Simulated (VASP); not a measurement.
# PbO (P4/nmm) in VASP: notebook

PbO is run at these levels: PBE; tasks: single point.

Program: VASP 6.6.1. These are calculated values, not measurements. Logs are shortened: lines on timing, memory, paths and dates and some standing lists are left out, and cuts for length are marked.

### Step 1. The cell of the first run

It takes space group P4/nmm (No. 129, tetragonal). The conventional cell has a = 4.065 Å, b = 4.065 Å, c = 5.742 Å, α = 90.00°, β = 90.00°, γ = 90.00°. Within 3.1 Å of Pb (site symmetry 4mm) lie 4 O at 2.35 Å. O (site symmetry -4m2) has 4 Pb at 2.35 Å and 4 O at 2.87 Å within 3.1 Å.

### Step 2. Single point, PBE (volume scaled by 1.03, then relaxed in part)

INCAR

```
SYSTEM = PbO
PREC = Accurate ; ENCUT = 520
EDIFF = 1E-7 ; ISMEAR = 0
SIGMA = 0.02 ; LREAL = .False.
LASPH = .True. ; NELM = 100
ALGO = Normal ; ISIF = 2
LWAVE = .False. ; LCHARG = .False.
GGA = PE ; NBANDS = 28
```

KPOINTS

```
Automatic mesh
0
Gamma
  8 8 6
  0 0 0
```

POSCAR

```
PbO
1.0
    4.0647145254      0.0000000000      0.0000000000
    0.0000000000      4.0647145254      0.0000000000
    0.0000000000      0.0000000000      5.7422894402
Pb O
2 2
Direct
    0.0000000000      0.5000000000      0.2069505220
    0.5000000000      0.0000000000      0.7930494780
    0.0000000000      0.0000000000      0.0000000000
    0.5000000000      0.5000000000      0.0000000000
```

Potentials or basis: VASP PAW PBE potentials, release 64 (Pb_d, O).

Launch:

```sh
$ cat potpaw_PBE.64/Pb_d/POTCAR potpaw_PBE.64/O/POTCAR > POTCAR
$ mpirun -np 1 vasp_std > vasp.out
```

OUTCAR:

```text
SYSTEM = PbO
   PREC = Accurate
   ENCUT = 520
   EDIFF = 1E-7
   ISMEAR = 0
   LREAL = .False.
   LASPH = .True.
   NELM = 100
   ISIF = 2
   GGA = PE

 ion  position               nearest neighbor table
   1  0.000  0.500  0.207-   3 2.35   4 2.35   3 2.35   4 2.35   2 3.73   2 3.73   2 3.73   2 3.73

   2  0.500  0.000  0.793-   3 2.35   4 2.35   4 2.35   3 2.35   1 3.73   1 3.73   1 3.73   1 3.73

   3  0.000  0.000  0.000-   1 2.35   2 2.35   1 2.35   2 2.35
   4  0.500  0.500  0.000-   1 2.35   2 2.35   2 2.35   1 2.35

  LATTYP: Found a simple tetragonal cell.
 ALAT       =     4.0647145254
 C/A-ratio  =     1.4127165399

  Lattice vectors:

 A1 = (   4.0647145254,   0.0000000000,   0.0000000000)
 A2 = (   0.0000000000,   4.0647145254,   0.0000000000)
 A3 = (   0.0000000000,   0.0000000000,   5.7422894402)

Analysis of symmetry for initial positions (statically):
=====================================================================
 Subroutine PRICEL returns:
 Original cell was already a primitive cell.

 Routine SETGRP: Setting up the symmetry group for a
 simple tetragonal supercell.

 Subroutine GETGRP returns: Found 16 space group operations
 (whereof  8 operations were pure point group operations)
 out of a pool of 16 trial point group operations.

The static configuration has the point symmetry D_2d.
 The point group associated with its full space group is D_4h.

Analysis of symmetry for dynamics (positions and initial velocities):
=====================================================================
 Subroutine PRICEL returns:
 Original cell was already a primitive cell.

 Routine SETGRP: Setting up the symmetry group for a
 simple tetragonal supercell.

 Subroutine GETGRP returns: Found 16 space group operations
 (whereof  8 operations were pure point group operations)
 out of a pool of 16 trial point group operations.

The dynamic configuration has the point symmetry D_2d.
 The point group associated with its full space group is D_4h.

 Subroutine INISYM returns: Found 16 space group operations
 (whereof  8 operations are pure point group operations),
 and found     1 'primitive' translations

----------------------------------------------------------------------------------------

                                     Primitive cell

  volume of cell :      94.8736

  direct lattice vectors                    reciprocal lattice vectors
     4.064714525  0.000000000  0.000000000     0.246019737  0.000000000  0.000000000
     0.000000000  4.064714525  0.000000000     0.000000000  0.246019737  0.000000000
     0.000000000  0.000000000  5.742289440     0.000000000  0.000000000  0.174146568

  length of vectors
     4.064714525  4.064714525  5.742289440     0.246019737  0.246019737  0.174146568

  position of ions in fractional coordinates (direct lattice)
     0.000000000  0.500000000  0.206950522
     0.500000000  0.000000000  0.793049478
     0.000000000  0.000000000  0.000000000
     0.500000000  0.500000000  0.000000000

  ion indices of the primitive-cell ions
   primitive index   ion index
                 1           1
                 2           2
                 3           3
                 4           4

----------------------------------------------------------------------------------------

 KPOINTS: Automatic mesh

Automatic generation of k-mesh.
 Grid dimensions read from file:
 generate k-points for:    8    8    6

 Generating k-lattice:

  Cartesian coordinates                     Fractional coordinates (reciprocal lattice)
     0.030752467  0.000000000  0.000000000     0.125000000  0.000000000  0.000000000
     0.000000000  0.030752467  0.000000000     0.000000000  0.125000000  0.000000000
     0.000000000  0.000000000  0.029024428     0.000000000  0.000000000  0.166666667

  Length of vectors
     0.030752467  0.030752467  0.029024428

  Shift w.r.t. Gamma in fractional coordinates (k-lattice)
     0.000000000  0.000000000  0.000000000

 Subroutine IBZKPT returns following result:
 ===========================================

 Found     60 irreducible k-points:

 Following reciprocal coordinates:
            Coordinates               Weight
  0.000000  0.000000  0.000000      1.000000
  0.125000  0.000000  0.000000      4.000000
  0.250000  0.000000  0.000000      4.000000
  0.375000  0.000000  0.000000      4.000000
  0.500000  0.000000  0.000000      2.000000
  0.125000  0.125000  0.000000      4.000000
[... 16 lines left out ...]
  0.375000  0.125000  0.166667     16.000000
  0.500000  0.125000  0.166667      8.000000
 [... further k-points ...]
   k-points           NKPTS =     60   k-points in BZ     NKDIM =     60   number of bands    NBANDS=     28
   number of dos      NEDOS =    301   number of ions     NIONS =      4
   total plane-waves  NPLWV =  43200
   dimension x,y,z NGX =    30 NGY =   30 NGZ =   48
   dimension x,y,z NGXF=    60 NGYF=   60 NGZF=   96
   ions per type =               2   2
   NGX,Y,Z   is equivalent  to a cutoff of  12.27, 12.27, 13.90 a.u.
   NGXF,Y,Z  is equivalent  to a cutoff of  24.54, 24.54, 27.79 a.u.
 SYSTEM =  PbO
   PREC   = accura    normal or accurate (medium, high low for compatibility)
   ISTART =      0    job   : 0-new  1-cont  2-samecut
   ICHARG =      2    charge: 1-file 2-atom 10-const
   ISPIN  =      1    spin polarized calculation?
   LNONCOLLINEAR =      F non collinear calculations
   LSORBIT =      F    spin-orbit coupling
   LASPH  =      T    aspherical Exc in radial PAW
   ENCUT  =  520.0 eV  38.22 Ry    6.18 a.u.   7.56  7.56 10.68*2*pi/ulx,y,z
   NELM   =    100;   NELMIN=  2; NELMDL= -5     # of ELM steps
   EDIFF  = 0.1E-06   stopping-criterion for ELM
   LREAL  =      F    real-space projection
   EDIFFG = 0.1E-05   stopping-criterion for IOM
   NSW    =      0    number of steps for IOM
   IBRION =     -1    ionic relax: 0-MD 1-quasi-New 2-CG
   NFREE  =      0    steps in history (QN), initial steepest desc. (CG)
   ISIF   =      2    stress and relaxation
   ISYM   =      2    0-nonsym 1-usesym 2-fastsym
   POTIM  = 0.5000    time-step for ionic-motion
   TEBEG  =    0.0;   TEEND  =   0.0 temperature during run
   PSTRESS=    0.0 pullay stress
   NELECT =      40.0000    total number of electrons
   NUPDOWN=      -1.0000    fix difference up-down
   EMIN   =  10.00;   EMAX   =-10.00  energy-range for DOS
   EFERMI =   0.00;   METHOD = LEGACY
   ISMEAR =     0;   SIGMA  =   0.02  broadening in eV -4-tet -1-fermi 0-gaus
   EFERMI_NEDOS =   21; number of points for ismear=-14 and -15
   IALGO  =     38    algorithm
   IMIX   =      4    mixing-type and parameters
     AMIX     =   0.40;   BMIX     =  1.00
     AMIX_MAG =   1.60;   BMIX_MAG =  1.00
  volume/ion in A,a.u.               =      23.72       160.06
  Fermi-wavevector in a.u.,A,eV,Ry     =   1.227570  2.319772 20.503018  1.506929
  Thomas-Fermi vector in A             =   2.362529
   LORBIT       =      0    0 simple, 1 ext, 2 COOP (PROOUT), +10 PAW based schemes
   GGA     = PE    functional components
   LHFCALC =     F    Hartree Fock is set to
   AEXX    =    0.0000 exact exchange contribution
   IVDW    =     0    specifies the selected vdW correction
   LEPSILON=     F    determine dielectric tensor
   LRPA    =     F    only Hartree local field effects (RPA)
 non-spin polarized calculation
 Gauss-broadening in eV      SIGMA  =   0.02
  energy-cutoff  :      520.00
  volume of cell :       94.87
 maximum number of plane-waves:      2596
   NGX = 15   NGY = 15   NGZ = 21

 number of electron      39.9999999 magnetization

 Free energy of the ion-electron system (eV)
  ---------------------------------------------------
  ext. energy  EPLUGINS =         0.00000000
  ---------------------------------------------------
  free energy    TOTEN  =       -21.51694428 eV

  energy without entropy =      -21.51694428  energy(sigma->0) =      -21.51694428

 E-fermi :   3.6340     XC(G=0):  -8.8131

 val. band max:        3.4738381713   @ k =   0.0000   0.0000   0.0000
 cond. band min:       5.2540496378   @ k =   0.0000   0.0000   0.3333
 fundamental gap:      1.7802114665
 Fermi energy:         3.6340403375

 k-point     1 :       0.0000    0.0000    0.0000
  band No.  band energies     occupation
      1     -14.3809      2.00000
      2     -13.9969      2.00000
      3     -12.3586      2.00000
      4     -12.3586      2.00000
      5     -12.3133      2.00000
      6     -12.3048      2.00000
[... 20 lines left out ...]
     27      11.3824      0.00000
     28      12.0068      0.00000

 k-point     2 :       0.1250    0.0000    0.0000
  band No.  band energies     occupation
      1     -14.3560      2.00000
      2     -14.0044      2.00000
      3     -12.3557      2.00000
      4     -12.3504      2.00000
      5     -12.3054      2.00000
      6     -12.2968      2.00000
[... 20 lines left out ...]
     27      11.6462      0.00000
     28      12.9061      0.00000

 k-point     3 :       0.2500    0.0000    0.0000
  band No.  band energies     occupation
      1     -14.2921      2.00000
      2     -14.0291      2.00000
      3     -12.3477      2.00000
      4     -12.3289      2.00000
      5     -12.2811      2.00000
      6     -12.2737      2.00000
[... 20 lines left out ...]
     27      11.9402      0.00000
     28      14.2296      0.00000

 k-point     4 :       0.3750    0.0000    0.0000
  band No.  band energies     occupation
      1     -14.2124      2.00000
      2     -14.0737      2.00000
      3     -12.3355      2.00000
      4     -12.3037      2.00000
      5     -12.2982      2.00000
      6     -12.2675      2.00000
[... 578 lines left out ...]
     27      12.5717      0.00000
     28      13.8716      0.00000

 k-point    23 :       0.3750    0.1250    0.1667
  band No.  band energies     occupation
      1     -14.2013      2.00000
      2     -14.0743      2.00000
      3     -12.3274      2.00000
      4     -12.2998      2.00000
      5     -12.2927      2.00000
      6     -12.2615      2.00000
[... 20 lines left out ...]
     27      12.6205      0.00000
     28      13.1586      0.00000

 k-point    24 :       0.5000    0.1250    0.1667
  band No.  band energies     occupation
      1     -14.1320      2.00000
      2     -14.1320      2.00000
      3     -12.3129      2.00000
      4     -12.3129      2.00000
      5     -12.2767      2.00000
      6     -12.2767      2.00000
[... 20 lines left out ...]
     27      12.7230      0.00000
     28      12.7230      0.00000

 [... further k-points ...]
[... 5 lines left out ...]
  --------------------------------------------------------------------------------------
  -------------------------------------------------------------------------------------
  Total       -0.1384757     -0.1384757     -0.0723362      0.0000000     -0.0000000      0.0000000
  in kB       -2.3385082     -2.3385082     -1.2215785      0.0000000     -0.0000000      0.0000000
  external PRESSURE =      -1.9661983 kB  Pullay stress =       0.0000000 kB

 VOLUME and BASIS-vectors are now :
 -----------------------------------------------------------------------------
  energy-cutoff  :      520.00
  volume of cell :       94.87
      direct lattice vectors                 reciprocal lattice vectors
     4.064714525  0.000000000  0.000000000     0.246019737  0.000000000  0.000000000
     0.000000000  4.064714525  0.000000000     0.000000000  0.246019737  0.000000000
     0.000000000  0.000000000  5.742289440     0.000000000  0.000000000  0.174146568

 POSITION                                       TOTAL-FORCE (eV/Angst)
 -----------------------------------------------------------------------------------
      0.00000      2.03236      1.18837         0.000000     -0.000000      0.034030
      2.03236      0.00000      4.55392        -0.000000     -0.000000     -0.034030
      0.00000      0.00000      0.00000         0.000000      0.000000      0.000000
      2.03236      2.03236      0.00000         0.000000     -0.000000      0.000000
 -----------------------------------------------------------------------------------
    total drift:                                0.000000      0.000000      0.000000

  FREE ENERGIE OF THE ION-ELECTRON SYSTEM (eV)
  ---------------------------------------------------
  free  energy   TOTEN  =       -21.5169442845 eV

  energy  without entropy=      -21.5169442845  energy(sigma->0) =      -21.51694428
```

Wall time 2.5 min (1 thread of Intel Xeon Platinum 8259CL at 2.50GHz (Skylake/Cascade Lake), shared host); peak memory 0.28 GiB.

What came out:

- Free energy: -21.5169 eV
- Pressure: -0.2 GPa
- Largest force: 0.034 eV/Å
- Band gap on the k mesh: 1.78 eV, indirect (least direct gap 1.84 eV)

Forces in eV/Å, atoms in the order of the input:
```
Pb   0.000  0.000  0.034
Pb   0.000  0.000 -0.034
O    0.000  0.000  0.000
O    0.000  0.000  0.000
```

Stress tensor (GPa, compression positive):
```
-0.23  0.00  0.00
 0.00 -0.23  0.00
 0.00  0.00 -0.12
```

Caveat: spin-orbit coupling is left out, which moves the levels of the heavy elements.

(Continued in part 2 of 2.)
